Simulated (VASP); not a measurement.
# MgS (F-43m) in VASP: notebook

Runs on MgS. Level: r2SCAN. Tasks: relaxation of cell and atoms.

Program: VASP 6.6.1. These are calculated values, not measurements. Logs are shortened: lines on timing, memory, paths and dates and some standing lists are left out, and cuts for length are marked.

### Step 1. The cell of the first run

It takes space group F-43m (No. 216, cubic). The conventional cell has a = 5.666 Å, b = 5.666 Å, c = 5.666 Å, α = 90.00°, β = 90.00°, γ = 90.00°. Within 3.2 Å of Mg (site symmetry -43m) lie 4 S at 2.45 Å. S (site symmetry -43m) has 4 Mg at 2.45 Å within 3.2 Å.

### Step 2. Relaxation of cell and atoms, r2SCAN, target pressure 5 GPa, at which the enthalpy is minimised

POSCAR reads:

```
MgS
1.0
    0.0000000000      2.8331200000      2.8331200000
    2.8331200000      0.0000000000      2.8331200000
    2.8331200000      2.8331200000      0.0000000000
Mg S
1 1
Direct
    0.0000000000      0.0000000000      0.0000000000
    0.7500000000      0.7500000000      0.7500000000
```

INCAR.step1 reads:

```
SYSTEM = MgS
PREC = Accurate
ENCUT = 600
ISMEAR = 1
SIGMA = 0.01
LREAL = .FALSE.
LASPH = .TRUE.
NELM = 60
GGA = PE
ALGO = Normal
EDIFF = 1E-4
LWAVE = .TRUE.
LCHARG = .FALSE.
```

INCAR.step2 reads:

```
SYSTEM = MgS
PREC = Accurate
ENCUT = 600
EDIFF = 1E-6
ISMEAR = 1
SIGMA = 0.01
LREAL = .FALSE.
LASPH = .TRUE.
NELM = 60
ALGO = Normal
ISIF = 3
LWAVE = .FALSE.
LCHARG = .FALSE.
METAGGA = R2SCAN
LMIXTAU = .TRUE.
IBRION = 2
NSW = 60
EDIFFG = -0.01
PSTRESS = 50.0
ISTART = 1
```

KPOINTS reads:

```
regular mesh
0
G
  7 7 7
  0 0 0
```

Potentials or basis: VASP PAW PBE potentials, release 64 (Mg, S).

Launch:

```
$ cat potpaw_PBE.64/Mg/POTCAR potpaw_PBE.64/S/POTCAR > POTCAR
$ cp INCAR.step1 INCAR
$ mpirun -np 1 vasp_std > vasp.out
$ cp INCAR.step2 INCAR
$ mpirun -np 1 vasp_std > vasp.out
```

OUTCAR:

```text
SYSTEM = MgS
   PREC = Accurate
   ENCUT = 600
   EDIFF = 1E-6
   ISMEAR = 1
   LREAL = .FALSE.
   LASPH = .TRUE.
   NELM = 60
   ISIF = 3
   METAGGA = R2SCAN
   IBRION = 2
   NSW = 60
   EDIFFG = -0.01
   PSTRESS = 50.0
   ISTART = 1

 ion  position               nearest neighbor table
   1  0.000  0.000  0.000-   2 2.45   2 2.45   2 2.45   2 2.45
   2  0.750  0.750  0.750-   1 2.45   1 2.45   1 2.45   1 2.45

  LATTYP: Found a face centered cubic cell.
 ALAT       =     5.6662400000

  Lattice vectors:

 A1 = (   0.0000000000,   2.8331200000,   2.8331200000)
 A2 = (   2.8331200000,   0.0000000000,   2.8331200000)
 A3 = (   2.8331200000,   2.8331200000,   0.0000000000)

Analysis of symmetry for initial positions (statically):
=====================================================================
 Subroutine PRICEL returns:
 Original cell was already a primitive cell.

 Routine SETGRP: Setting up the symmetry group for a
 face centered cubic supercell.

 Subroutine GETGRP returns: Found 24 space group operations
 (whereof 24 operations were pure point group operations)
 out of a pool of 48 trial point group operations.

The static configuration has the point symmetry T_d .

Analysis of symmetry for dynamics (positions and initial velocities):
=====================================================================
 Subroutine PRICEL returns:
 Original cell was already a primitive cell.

 Routine SETGRP: Setting up the symmetry group for a
 face centered cubic supercell.

 Subroutine GETGRP returns: Found 24 space group operations
 (whereof 24 operations were pure point group operations)
 out of a pool of 48 trial point group operations.

The dynamic configuration has the point symmetry T_d .

 Subroutine INISYM returns: Found 24 space group operations
 (whereof 24 operations are pure point group operations),
 and found     1 'primitive' translations

----------------------------------------------------------------------------------------

                                     Primitive cell

  volume of cell :      45.4805

  direct lattice vectors                    reciprocal lattice vectors
     0.000000000  2.833120000  2.833120000    -0.176483876  0.176483876  0.176483876
     2.833120000  0.000000000  2.833120000     0.176483876 -0.176483876  0.176483876
     2.833120000  2.833120000  0.000000000     0.176483876  0.176483876 -0.176483876

  length of vectors
[... 64 lines left out ...]
   ions per type =               1   1
   NGX,Y,Z   is equivalent  to a cutoff of  13.28, 13.28, 13.28 a.u.
   NGXF,Y,Z  is equivalent  to a cutoff of  26.56, 26.56, 26.56 a.u.
 SYSTEM =  MgS
   PREC   = accura    normal or accurate (medium, high low for compatibility)
   ISTART =      1    job   : 0-new  1-cont  2-samecut
   ICHARG =      0    charge: 1-file 2-atom 10-const
   ISPIN  =      1    spin polarized calculation?
   LNONCOLLINEAR =      F non collinear calculations
   LSORBIT =      F    spin-orbit coupling
   LASPH  =      T    aspherical Exc in radial PAW
   ENCUT  =  600.0 eV  44.10 Ry    6.64 a.u.   8.00  8.00  8.00*2*pi/ulx,y,z
   NELM   =     60;   NELMIN=  2; NELMDL=  0     # of ELM steps
   EDIFF  = 0.1E-05   stopping-criterion for ELM
   LREAL  =      F    real-space projection
   EDIFFG = -.1E-01   stopping-criterion for IOM
   NSW    =     60    number of steps for IOM
   IBRION =      2    ionic relax: 0-MD 1-quasi-New 2-CG
   NFREE  =      1    steps in history (QN), initial steepest desc. (CG)
   ISIF   =      3    stress and relaxation
   ISYM   =      2    0-nonsym 1-usesym 2-fastsym
   POTIM  = 0.5000    time-step for ionic-motion
   TEBEG  =    0.0;   TEEND  =   0.0 temperature during run
   PSTRESS=   50.0 pullay stress
   NELECT =       8.0000    total number of electrons
   NUPDOWN=      -1.0000    fix difference up-down
   EMIN   =  10.00;   EMAX   =-10.00  energy-range for DOS
   EFERMI =   0.00;   METHOD = LEGACY
   ISMEAR =     1;   SIGMA  =   0.01  broadening in eV -4-tet -1-fermi 0-gaus
   EFERMI_NEDOS =   21; number of points for ismear=-14 and -15
   IALGO  =     38    algorithm
   IMIX   =      4    mixing-type and parameters
     AMIX     =   0.40;   BMIX     =  1.00
     AMIX_MAG =   1.60;   BMIX_MAG =  1.00
  volume/ion in A,a.u.               =      22.74       153.46
  Fermi-wavevector in a.u.,A,eV,Ry     =   0.917269  1.733386 11.447693  0.841382
  Thomas-Fermi vector in A             =   2.042218
   LORBIT       =      0    0 simple, 1 ext, 2 COOP (PROOUT), +10 PAW based schemes
   METAGGA = R2SCAN    functional components
   LHFCALC =     F    Hartree Fock is set to
   AEXX    =    0.0000 exact exchange contribution
   IVDW    =     0    specifies the selected vdW correction
   LEPSILON=     F    determine dielectric tensor
   LRPA    =     F    only Hartree local field effects (RPA)
 conjugate gradient relaxation of ions
 non-spin polarized calculation
 Methfessel and Paxton  Order N= 1 SIGMA  =   0.01
  energy-cutoff  :      600.00
  volume of cell :       45.48
 maximum number of plane-waves:      1532
   NGX = 17   NGY = 17   NGZ = 17

--------------------------------------- Ionic step        1  -------------------------------------------

 number of electron       8.0000000 magnetization

 Free energy of the ion-electron system (eV)
  ---------------------------------------------------
  ext. energy  EPLUGINS =         0.00000000
  ---------------------------------------------------
  free energy    TOTEN  =       -15.45087005 eV

  energy without entropy =      -15.45087512  energy(sigma->0) =      -15.45087174

------------------------ aborting loop because EDIFF is reached ----------------------------------------

  FORCE on cell =-STRESS in cart. coord.  units (eV):
  Direction    XX          YY          ZZ          XY          YZ          ZX
  --------------------------------------------------------------------------------------
  -------------------------------------------------------------------------------------
  Total       -0.1117763     -0.1117763     -0.1117763      0.0000000      0.0000000      0.0000000
  in kB       -3.9376339     -3.9376339     -3.9376339      0.0000000      0.0000000      0.0000000
  external PRESSURE =     -53.9376339 kB  Pullay stress =      50.0000000 kB
[... 63 lines left out ...]
--------------------------------------- Ionic step        3  -------------------------------------------

 number of electron       8.0000000 magnetization

 Free energy of the ion-electron system (eV)
  ---------------------------------------------------
  ext. energy  EPLUGINS =         0.00000000
  ---------------------------------------------------
  free energy    TOTEN  =       -15.40568543 eV

  energy without entropy =      -15.40569050  energy(sigma->0) =      -15.40568712

 E-fermi :   1.2644     XC(G=0):  -9.0814

 val. band max:        1.2559584287   @ k =   0.0000   0.0000   0.0000
 cond. band min:       5.6893191791   @ k =   0.4286   0.4286   0.0000
 fundamental gap:      4.4333607504
 Fermi energy:         1.2643767585

 k-point     1 :       0.0000    0.0000    0.0000
  band No.  band energies     occupation
      1     -10.7520      2.00000
      2       1.2560      2.00002
      3       1.2560      2.00000
      4       1.2560      1.99998
      5       5.7997      0.00000
      6      10.0443      0.00000
      7      10.0443      0.00000
      8      10.0443      0.00000
[... 240 lines left out ...]
  energy  without entropy=      -15.4056904989  energy(sigma->0) =      -15.40568712

  enthalpy is  TOTEN    =       -14.0924925898 eV   P V=        1.3131928380

 reached required accuracy - stopping structural energy minimisation
```

OUTCAR.step1:

```text
SYSTEM = MgS
   PREC = Accurate
   ENCUT = 600
   ISMEAR = 1
   LREAL = .FALSE.
   LASPH = .TRUE.
[... 434 lines left out ...]
      0.00000      0.00000      0.00000        -0.000000     -0.000000     -0.000000
      4.24968      4.24968      4.24968         0.000000      0.000000      0.000000
 -----------------------------------------------------------------------------------
    total drift:                                0.000000      0.000000      0.000000

  FREE ENERGIE OF THE ION-ELECTRON SYSTEM (eV)
  ---------------------------------------------------
  free  energy   TOTEN  =        -8.4715594344 eV

  energy  without entropy=       -8.4715594344  energy(sigma->0) =       -8.47155943
```

It took 69 s on 1 thread of Intel Xeon 6975P-C, shared host; peak memory 0.2 GiB.

Results:

```yaml
Free_energy: -15.4057 eV
Relaxed_volume: 21.04 Å³/atom
Relaxed_cell: a = 3.904 Å, b = 3.904 Å, c = 3.904 Å, α = 60.00°, β = 60.00°, γ = 60.00°
Space_group_after_relaxing_to_0.05_Å: F-43m (No. 216)
Energy_change_on_relaxing_the_enthalpy_is_what_falls: +22.6 meV/atom
Ionic_steps: 3
Pressure_after_relaxing: 5.0 GPa
Band_gap_on_the_k_mesh: 4.43 eV, indirect (least direct gap 4.54 eV)
```

Step by step:
| step | energy change (eV) | largest force (eV/Å) | pressure (GPa) | volume (Å³) |
| --- | --- | --- | --- | --- |
| 1 | 0.0000 | 0.0000 | -0.39 | 45.48 |
| 2 | 0.1039 | 0.0000 | 8.03 | 40.63 |
| 3 | 0.0452 | 0.0000 | 5.01 | 42.08 |

Final structure:
```
Mg S
1.0
     0.00000    2.76066    2.76066
     2.76066    0.00000    2.76066
     2.76066    2.76066    0.00000
Mg S
1 1
Direct
  0.00000 0.00000 0.00000
  0.75000 0.75000 0.75000
```

Levels at points of the mesh, in eV from the valence-band top:
```tsv
k point	band 1	band 2	band 3	band 4	band 5	band 6	band 7	band 8
(0.00, 0.00, 0.00)	-12.01	0.00	0.00	0.00	4.54	8.79	8.79	8.79
```

Caveat: the cell is relaxed towards a set pressure, so the enthalpy falls and the energy may rise; the PAW data sets were made with another functional, which shifts forces and pressure a little.

### Step 3. Relaxation of cell and atoms, r2SCAN, target pressure 10 GPa, at which the enthalpy is minimised

POSCAR is that of step 2.

INCAR.step1 reads:

```
ALGO = Normal
EDIFF = 1E-4
ENCUT = 600
GGA = PE
ISMEAR = 1
LASPH = T
LCHARG = F
LREAL = F
LWAVE = T
NELM = 80
PREC = Accurate
SIGMA = 0.01
```

INCAR.step2 reads:

```
ALGO = Normal
EDIFF = 1E-6
EDIFFG = -0.01
ENCUT = 600
IBRION = 2
ISIF = 3
ISMEAR = 1
ISTART = 1
LASPH = T
LCHARG = F
LMIXTAU = T
LREAL = F
LWAVE = F
METAGGA = R2SCAN
NELM = 80
NSW = 60
PREC = Accurate
PSTRESS = 100.0
SIGMA = 0.01
```

KPOINTS reads:

```
k-points
0
Gamma
  7 7 7
```

Potentials or basis: VASP PAW PBE potentials, release 64 (Mg, S).

Launch:

```
$ cat potpaw_PBE.64/Mg/POTCAR potpaw_PBE.64/S/POTCAR > POTCAR
$ cp INCAR.step1 INCAR
$ mpirun -np 1 vasp_std > vasp.out
$ cp INCAR.step2 INCAR
$ mpirun -np 1 vasp_std > vasp.out
```

OUTCAR:

```text
EDIFF = 1E-6
   EDIFFG = -0.01
   ENCUT = 600
   IBRION = 2
   ISIF = 3
   ISMEAR = 1
   ISTART = 1
   LASPH = T
   LREAL = F
   METAGGA = R2SCAN
   NELM = 80
   NSW = 60
   PREC = Accurate
   PSTRESS = 100.0

 ion  position               nearest neighbor table
   1  0.000  0.000  0.000-   2 2.45   2 2.45   2 2.45   2 2.45
   2  0.750  0.750  0.750-   1 2.45   1 2.45   1 2.45   1 2.45

  LATTYP: Found a face centered cubic cell.
 ALAT       =     5.6662400000

  Lattice vectors:

 A1 = (   0.0000000000,   2.8331200000,   2.8331200000)
 A2 = (   2.8331200000,   0.0000000000,   2.8331200000)
 A3 = (   2.8331200000,   2.8331200000,   0.0000000000)

Analysis of symmetry for initial positions (statically):
=====================================================================
 Subroutine PRICEL returns:
 Original cell was already a primitive cell.

 Routine SETGRP: Setting up the symmetry group for a
 face centered cubic supercell.

 Subroutine GETGRP returns: Found 24 space group operations
 (whereof 24 operations were pure point group operations)
 out of a pool of 48 trial point group operations.

The static configuration has the point symmetry T_d .

Analysis of symmetry for dynamics (positions and initial velocities):
[... 160 lines left out ...]
  Direction    XX          YY          ZZ          XY          YZ          ZX
  --------------------------------------------------------------------------------------
  -------------------------------------------------------------------------------------
  Total       -0.1117763     -0.1117763     -0.1117763      0.0000000      0.0000000      0.0000000
  in kB       -3.9376339     -3.9376339     -3.9376339      0.0000000      0.0000000      0.0000000
  external PRESSURE =    -103.9376339 kB  Pullay stress =     100.0000000 kB
[... 25 lines left out ...]
--------------------------------------- Ionic step        2  -------------------------------------------

 number of electron       8.0000000 magnetization

 E-fermi :   2.3743     XC(G=0):  -9.6891

 val. band max:        2.3122556835   @ k =   0.0000   0.0000   0.0000
 cond. band min:       6.5897814403   @ k =   0.4286   0.4286   0.0000
 fundamental gap:      4.2775257568
 Fermi energy:         2.3742653853

 k-point     1 :       0.0000    0.0000    0.0000
  band No.  band energies     occupation
      1     -10.2972      2.00000
      2       2.3123      2.00000
      3       2.3123      2.00000
      4       2.3123      2.00000
      5       7.7163      0.00000
      6      11.4525      0.00000
      7      11.4525      0.00000
      8      11.4525      0.00000
[... 244 lines left out ...]
--------------------------------------- Ionic step        3  -------------------------------------------

 number of electron       8.0000001 magnetization

 Free energy of the ion-electron system (eV)
  ---------------------------------------------------
  ext. energy  EPLUGINS =         0.00000000
  ---------------------------------------------------
  free energy    TOTEN  =       -15.30275285 eV

  energy without entropy =      -15.30275793  energy(sigma->0) =      -15.30275454

 E-fermi :   1.6460     XC(G=0):  -9.3091

 val. band max:        1.6375697801   @ k =   0.0000   0.0000   0.0000
 cond. band min:       6.0229061806   @ k =   0.4286   0.4286   0.0000
 fundamental gap:      4.3853364005
 Fermi energy:         1.6459879755

 k-point     1 :       0.0000    0.0000    0.0000
  band No.  band energies     occupation
      1     -10.5855      2.00000
      2       1.6376      2.00003
      3       1.6376      2.00000
      4       1.6376      1.99997
      5       6.4989      0.00000
      6      10.5636      0.00000
      7      10.5636      0.00000
      8      10.5636      0.00000
[... 240 lines left out ...]
  energy  without entropy=      -15.3027579257  energy(sigma->0) =      -15.30275454

  enthalpy is  TOTEN    =       -12.8164641079 eV   P V=        2.4862887467

 reached required accuracy - stopping structural energy minimisation
```

OUTCAR.step1:

```text
EDIFF = 1E-4
   ENCUT = 600
   GGA = PE
   ISMEAR = 1
   LASPH = T
[... 433 lines left out ...]
 -----------------------------------------------------------------------------------
      0.00000      0.00000      0.00000        -0.000000     -0.000000     -0.000000
      4.24968      4.24968      4.24968         0.000000      0.000000      0.000000
 -----------------------------------------------------------------------------------
    total drift:                                0.000000      0.000000      0.000000

  FREE ENERGIE OF THE ION-ELECTRON SYSTEM (eV)
  ---------------------------------------------------
  free  energy   TOTEN  =        -8.4715594344 eV

  energy  without entropy=       -8.4715594344  energy(sigma->0) =       -8.47155943
```

Run time: 81 s. Hardware: 1 thread of Intel Xeon 6975P-C, shared host; peak memory 0.2 GiB.

What came out:

| Item | Value |
| --- | --- |
| Free energy | -15.3028 eV |
| Relaxed volume | 19.92 Å³/atom |
| Relaxed cell | a = 3.833 Å, b = 3.833 Å, c = 3.833 Å, α = 60.00°, β = 60.00°, γ = 60.00° |
| Space group after relaxing (to 0.05 Å) | F-43m (No. 216) |
| Energy change on relaxing (the enthalpy is what falls) | +74.1 meV/atom |
| Ionic steps | 3 |
| Pressure after relaxing | 9.9 GPa |
| Band gap on the k mesh | 4.39 eV, indirect (least direct gap 4.86 eV) |

Step by step:
```tsv
step	energy change (eV)	largest force (eV/Å)	pressure (GPa)	volume (Å³)
1	0.0000	0.0000	-0.39	45.48
2	0.4594	0.0000	20.22	36.44
3	0.1481	0.0000	9.94	39.83
```

Final structure:
```xyz
2
Lattice="0.0000 2.7107 2.7107 2.7107 0.0000 2.7107 2.7107 2.7107 0.0000" Properties=species:S:1:pos:R:3 pbc="T T T"
Mg    0.0000    0.0000    0.0000
S     4.0660    4.0660    4.0660
```

Caveat: the cell is relaxed towards a set pressure, so the enthalpy falls and the energy may rise; the PAW data sets were made with another functional, which shifts forces and pressure a little. A k mesh can miss the band edges.

### Step 4. Relaxation of cell and atoms, r2SCAN, target pressure 20 GPa, at which the enthalpy is minimised

POSCAR is that of step 3.

INCAR.step1 reads:

```
SYSTEM = MgS
  PREC = Accurate
  ENCUT = 600
  ISMEAR = 1
  SIGMA = 0.01
  LREAL = .False.
  LASPH = .True.
  NELM = 80
  GGA = PE
  ALGO = Normal
  EDIFF = 1E-4
  LWAVE = .True.
  LCHARG = .False.
```

INCAR.step2 reads:

```
SYSTEM = MgS
  PREC = Accurate
  ENCUT = 600
  EDIFF = 1E-6
  ISMEAR = 1
  SIGMA = 0.01
  LREAL = .False.
  LASPH = .True.
  NELM = 80
  ALGO = Normal
  ISIF = 3
  LWAVE = .False.
  LCHARG = .False.
  METAGGA = R2SCAN
  LMIXTAU = .True.
  IBRION = 2
  NSW = 60
  EDIFFG = -0.01
  PSTRESS = 200.0
  ISTART = 1
```

KPOINTS reads:

```
Automatic mesh
0
Gamma
  7 7 7
  0 0 0
```

Launch:

```
$ cat potpaw_PBE.64/Mg/POTCAR potpaw_PBE.64/S/POTCAR > POTCAR
$ cp INCAR.step1 INCAR
$ mpirun -np 1 vasp_std > vasp.out
$ cp INCAR.step2 INCAR
$ mpirun -np 1 vasp_std > vasp.out
```

Run time: 2.6 min. Hardware: 1 thread of Intel Xeon 6975P-C, shared host; peak memory 0.21 GiB.

The run converged. Its results:

* Free energy: -14.9984 eV
* Relaxed volume: 18.25 Å³/atom
* Relaxed cell: a = 3.723 Å, b = 3.723 Å, c = 3.723 Å, α = 60.00°, β = 60.00°, γ = 60.00°
* Space group after relaxing (to 0.05 Å): F-43m (No. 216)
* Energy change on relaxing (the enthalpy is what falls): +226.2 meV/atom
* Ionic steps: 7
* Pressure after relaxing: 20.0 GPa
* Band gap on the k mesh: 4.28 eV, indirect (least direct gap 5.39 eV)

Step by step:
| step | energy change (eV) | largest force (eV/Å) | pressure (GPa) | volume (Å³) |
| --- | --- | --- | --- | --- |
| 1 | 0.0000 | 0.0000 | -0.39 | 45.48 |
| 2 | 2.3063 | 0.0000 | 66.23 | 28.96 |
| 3 | 0.4068 | 0.0000 | 18.69 | 36.88 |
| 4 | 0.4423 | 0.0000 | 19.69 | 36.58 |
| 5 | 0.4629 | 0.0000 | 20.32 | 36.42 |
| 6 | 0.4415 | 0.0000 | 19.70 | 36.59 |
| 7 | 0.4524 | 0.0000 | 20.01 | 36.50 |

Final structure:
```xyz
2
Lattice="0.0000 2.6328 2.6328 2.6328 0.0000 2.6328 2.6328 2.6328 0.0000" Properties=species:S:1:pos:R:3 pbc="T T T"
Mg    0.0000    0.0000    0.0000
S     3.9492    3.9492    3.9492
```

Levels at points of the mesh, in eV from the valence-band top:
```csv
k point,band 1,band 2,band 3,band 4,band 5,band 6,band 7,band 8
"(0.00, 0.00, 0.00)",-12.60,0.00,0.00,0.00,5.39,9.14,9.14,9.14
```

Caveat: the cell is relaxed towards a set pressure, so the enthalpy falls and the energy may rise; the volume moved by over 15 % at a fixed basis, so the end points are rough; the PAW data sets were made with another functional, which shifts forces and pressure a little. r2SCAN opens gaps a little over a GGA but as a rule still falls short of measured ones.

### Step 5. The runs side by side

| cell | gap on the mesh (eV) | pressure (GPa) |
| --- | --- | --- |
| relaxed to 5 GPa | 4.43 | 5.0 |
| relaxed to 10 GPa | 4.39 | 9.9 |
| relaxed to 20 GPa | 4.28 | 20.0 |

Alike in all rows: task relaxation of cell and atoms; level r2SCAN; potentials or basis VASP PAW PBE potentials, release 64 (Mg, S); no spin polarisation; k mesh 7 × 7 × 7; cutoff (eV) 600; smearing methfessel-paxton 0.01 eV.

Caveats: the cell is relaxed towards a set pressure, so the enthalpy falls and the energy may rise; the PAW data sets were made with another functional, which shifts forces and pressure a little; the volume moved by over 15 % at a fixed basis, so the end points are rough (some runs).

Absolute energies hang on the potentials; compare differences alone.
